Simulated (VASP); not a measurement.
Set up this calculation in VASP 6.6.1, as the native input.

- Task: relaxation of cell and atoms
- Functional: PBEsol
- Potentials or basis: VASP PAW PBE potentials, release 64 (C)
- Cutoff: 600 eV
- k mesh: 10 × 10 × 10
- Occupations: gaussian, width 0.01 eV
- Spin: no spin polarisation
- Dipole correction: no
- Further INCAR settings: ALGO = Normal; EDIFF = 1e-07; IBRION = 2; EDIFFG = -0.01; NSW = 60; ISIF = 3

The structure of C lies in POSCAR:

```
C
1.0
    0.0000000000      1.7833700000      1.7833700000
    1.7833700000      0.0000000000      1.7833700000
    1.7833700000      1.7833700000      0.0000000000
C
2
Direct
    0.0000000000      0.0000000000      0.0000000000
    0.2500000000      0.2500000000      0.2500000000
```

The input as run:

INCAR

```
ALGO = Normal
EDIFF = 1E-7
EDIFFG = -0.01
ENCUT = 600
GGA = PS
IBRION = 2
ISIF = 3
ISMEAR = 0
LASPH = True
LCHARG = False
LREAL = False
LWAVE = False
NELM = 100
NSW = 60
PREC = Accurate
SIGMA = 0.01
```

KPOINTS

```
k-points
0
Gamma
  10 10 10
```

Potentials or basis: VASP PAW PBE potentials, release 64 (C).

Launch:

```sh
$ cat potpaw_PBE.64/C/POTCAR > POTCAR
$ mpirun -np 1 vasp_std > vasp.out
```

It gave:

- Relaxed volume: 5.62 Å³/atom
- Relaxed cell: a = 2.514 Å, b = 2.514 Å, c = 2.514 Å, α = 60.00°, β = 60.00°, γ = 60.00°
- Space group after relaxing (to 0.05 Å): Fd-3m (No. 227)
- Energy gained by relaxing: 0.8 meV/atom
- Ionic steps: 3
- Pressure after relaxing: 0.0 GPa
- Band gap on the k mesh: 4.06 eV, indirect (least direct gap 5.57 eV)

Caveat: the PAW data sets were made with another functional, which shifts forces and pressure a little.

Run time: 9.5 s on 1 thread of Intel(R) Xeon(R) Platinum 8488C (Sapphire Rapids), with other jobs on the host, peak memory 0.11 GiB.
